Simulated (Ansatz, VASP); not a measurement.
One calculation of Pb, two programs

INCAR

```
PREC = Accurate
ENCUT = 600
EDIFF = 1E-7
ISMEAR = 0
SIGMA = 0.1
LREAL = F
LASPH = T
NELM = 100
ALGO = Normal
ISIF = 3
LWAVE = F
LCHARG = F
GGA = PS
IBRION = 2
NSW = 100
EDIFFG = -0.002
```

Contents of KPOINTS:

```
Automatic mesh
0
Gamma
  14 14 14
```

POSCAR

```
Pb
1.0
    0.0000000000      2.4750200000      2.4750200000
    2.4750200000      0.0000000000      2.4750200000
    2.4750200000      2.4750200000      0.0000000000
Pb
1
Direct
    0.0000000000      0.0000000000      0.0000000000
```

Input for Ansatz:

```yaml
crystal:
  lattice:
    - [0.0, 2.47502, 2.47502]
    - [2.47502, 0.0, 2.47502]
    - [2.47502, 2.47502, 0.0]
  atoms:
    - { symbol: Pb, position: [0.0, 0.0, 0.0] }
basis:
  ecutwfc: 420
kpoints:
  mp_grid: { grid: [14, 14, 14] }
hamiltonian:
  xc: pbesol
  pseudopotentials: { kind: paw, azcp: { folder: soft_1 } }
scf:
  occupations: { method: gaussian, width: 0.1 }
output:
  forces: true
  stress: true
  eigenvalues: true
relax:
  adjacent_minimum: "off"
  f_tol: 0.002
  max_steps: 80
  cell: { stress_tol: 0.02 }
```

Alike in both runs: task relaxation of cell and atoms; functional PBEsol; k mesh 14 × 14 × 14; occupations gaussian, width 0.1 eV; no spin polarisation.

|  | VASP | Ansatz |
| --- | --- | --- |
| version | VASP 6.6.1 | Ansatz 0.2.0 |
| potentials or method | VASP PAW PBE potentials, release 64 (Pb_d), cutoff 600 eV | scalar-relativistic, plane waves, PAW |
| valence electrons in the cell | 14 | 14 |

Ansatz gave:

* gap on the k mesh at the Fermi level, each at its own relaxed structure (eV): none
* relaxed volume (Å³/atom): 30.05
* relaxed cell length with the largest relative difference (Å): 3.490

Q: Which values does VASP return?

A: gap on the k mesh at the Fermi level, each at its own relaxed structure (eV): none; relaxed volume (Å³/atom): 30.04; relaxed cell length with the largest relative difference (Å): 3.489.

VASP's potentials were made for PBE, not for PBEsol, and Ansatz warns of the same on its side. A gap of «none» marks a metal or a gap that the smearing closes.

Spin-orbit coupling is off throughout.
